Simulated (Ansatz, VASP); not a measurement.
AlC: VASP beside Ansatz

```
CELL_PARAMETERS angstrom
0.00000 2.13483 2.13483
2.13483 0.00000 2.13483
2.13483 2.13483 0.00000
ATOMIC_POSITIONS crystal
Al 0.00000 0.00000 0.00000
C 0.50000 0.50000 0.50000
```

Change from the starting cell: species swapped into the TiAg type (P4/nmm, No. 129).

Alike in both runs: functional PBE; k mesh 22 × 22 × 22; occupations gaussian, width 0.1 eV; no spin polarisation.

Ansatz relaxed the structure, and its values are those at the end. VASP's run is a single point on that final structure, the one shown.

|  | VASP | Ansatz |
| --- | --- | --- |
| version | VASP 6.6.1 | Ansatz 0.2.0 |
| potentials or method | VASP PAW PBE potentials, release 64 (Al, C), cutoff 600 eV | scalar-relativistic, plane waves, PAW |
| valence electrons in the cell | 7 | 7 |

```csv
,VASP,Ansatz,Ansatz less VASP
gap on the k mesh at the Fermi level (eV),none,none,-
pressure (GPa),-0.2,0.0,+0.21
```

A gap of «none» marks a metal or a gap that the smearing closes. With one functional, cell and mesh, what is left measures potentials, basis and numerics.
